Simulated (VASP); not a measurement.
Input of a VASP 6.6.1 run:

The input INCAR:

```
SYSTEM = BIr12
ALGO = Normal
EDIFF = 1E-6
ENCUT = 420
GGA = PE
GGA_COMPAT = .FALSE.
ISIF = 2
ISMEAR = 0
LASPH = .TRUE.
LCHARG = .FALSE.
LREAL = .FALSE.
LWAVE = .FALSE.
NBANDS = 116
NELM = 120
NELMDL = -8
PREC = Accurate
SIGMA = 0.05
```

Contents of KPOINTS:

```
k-points
0
G
  4 4 1
  0 0 0
```

POSCAR

```
BIr12
1.0
    5.4305800000      0.0000000000      0.0000000000
    2.7152900000      4.7030200000      0.0000000000
    0.0000000000      0.0000000000     15.4340500000
Ir B
12 1
Direct
    0.1666667000      0.1666667000      0.0647918000
    0.6666667000      0.1666667000      0.0647918000
    0.1666667000      0.6666667000      0.0647918000
    0.6666667000      0.6666667000      0.0647918000
   -0.1664952297      0.3329889752      0.2068848440
    0.3333311251      0.3333326442      0.2054999848
   -0.1664929402      0.8335062226      0.2068909242
    0.3329914052      0.8335031745      0.2068813559
    0.0000146829      0.0000020887      0.3472143395
    0.4973294204      0.0053675299      0.3556220762
    0.0053741197      0.4973202207      0.3556228500
    0.4973249453      0.4973131360      0.3556259828
    0.6666541201      0.6666629901      0.4382494993
```

Potentials or basis: VASP PAW PBE potentials, release 64 (Ir_sv_GW, B).

Run with:

```bash
$ cat potpaw_PBE.64/Ir_sv_GW/POTCAR potpaw_PBE.64/B/POTCAR > POTCAR
$ mpirun -np 1 vasp_std > vasp.out
```

Q: What does it give for the band gap on the k mesh?

A: Zero (an odd number of electrons rules out a gap without spin polarisation).

Q: What does it give for the largest force?

A: 0.393 eV/Å.

Forces in eV/Å, atoms in the order of the input:
```
Ir  -0.089 -0.051 -0.145
Ir   0.089 -0.051 -0.145
Ir   0.000  0.102 -0.145
Ir   0.000  0.000  0.393
Ir   0.000  0.009  0.016
Ir   0.000  0.000 -0.011
Ir  -0.008 -0.004  0.015
Ir   0.007 -0.004  0.016
Ir   0.000  0.000 -0.009
Ir   0.000  0.006  0.002
Ir   0.005 -0.003  0.003
Ir  -0.006 -0.003  0.002
B    0.001  0.000  0.007
```

Caveat: there is no dipole correction, which matters where the two faces differ; spin-orbit coupling is left out, which moves the levels of the heavy elements.
